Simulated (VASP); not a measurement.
Here is a VASP 6.6.1 calculation.

Contents of INCAR:

```
PREC = Accurate
ENCUT = 630
EDIFF = 1E-7
ISMEAR = -1
SIGMA = 0.1
LREAL = False
LASPH = True
NELM = 120
ALGO = Normal
ISIF = 3
LWAVE = False
LCHARG = False
GGA = PE
IBRION = 2
NSW = 80
EDIFFG = -0.01
GGA_COMPAT = False
NELMIN = 4
```

Contents of KPOINTS:

```
regular mesh
0
Gamma
  9 9 9
```

POSCAR

```
Cd
1.0
    0.0000000000      3.0772608027      3.0772608027
    3.0772608027      0.0000000000      3.0772608027
    3.0772608027      3.0772608027      0.0000000000
Cd
2
Direct
    0.1250000000      0.1250000000      0.1250000000
    0.8750000000      0.8750000000      0.8750000000
```

Potentials or basis: VASP PAW PBE potentials, release 64 (Cd_sv_GW).

The run is started by

```sh
$ cat potpaw_PBE.64/Cd_sv_GW/POTCAR > POTCAR
$ mpirun -np 1 vasp_std > vasp.out
```

Q: Predict the relaxed volume.

A: 34.97 Å³/atom.

Q: Estimate the band gap on the k mesh.

A: Zero (bands 20 and 21 overlap by 5.00 eV).

Q: Predict the space group after relaxing (to 0.1 Å).

A: Fd-3m (No. 227).

Q: What does it give for the relaxed cell?

A: a = 4.624 Å, b = 4.624 Å, c = 4.624 Å, α = 60.00°, β = 60.00°, γ = 60.00°.

Final structure:
```
Cd
1.0
     0.00000    3.27000    3.27000
     3.27000    0.00000    3.27000
     3.27000    3.27000    0.00000
Cd
2
Direct
  0.12500 0.12500 0.12500
  0.87500 0.87500 0.87500
```

Caveat: the volume moved by over 15 % at a fixed basis, so the end points are rough.
